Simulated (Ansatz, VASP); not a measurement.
MgO in VASP and in Ansatz

```
CELL_PARAMETERS angstrom
0.00000 2.30625 2.30625
2.30625 0.00000 2.30625
2.30625 2.30625 0.00000
ATOMIC_POSITIONS crystal
Mg 0.00000 0.00000 0.00000
O 0.25000 0.25000 0.25000
```

Alike in both runs: functional PBE; k mesh 8 × 8 × 8; no spin polarisation.

Ansatz relaxed the structure, and its values are those at the end. VASP's run is a single point on that final structure, the one shown.

```csv
,VASP,Ansatz
version,VASP 6.6.1,Ansatz 0.2.0
potentials or method,"VASP PAW PBE potentials, release 64 (Mg, O), cutoff 600 eV","scalar-relativistic, plane waves, PAW"
occupations,"gaussian, width 0.01 eV",fixed
valence electrons in the cell,8,16
```

|  | VASP | Ansatz | Ansatz less VASP |
| --- | --- | --- | --- |
| gap on the k mesh at the Fermi level (eV) | 3.47 | 3.48 | +0.016 |
| least direct gap on the mesh (eV) | 3.47 | 3.48 | +0.016 |
| pressure (GPa) | -0.6 | 0.0 | +0.57 |

VASP's potentials hold 8 valence electrons a cell and Ansatz's 16, so a difference there can come from the potentials and not from the codes.
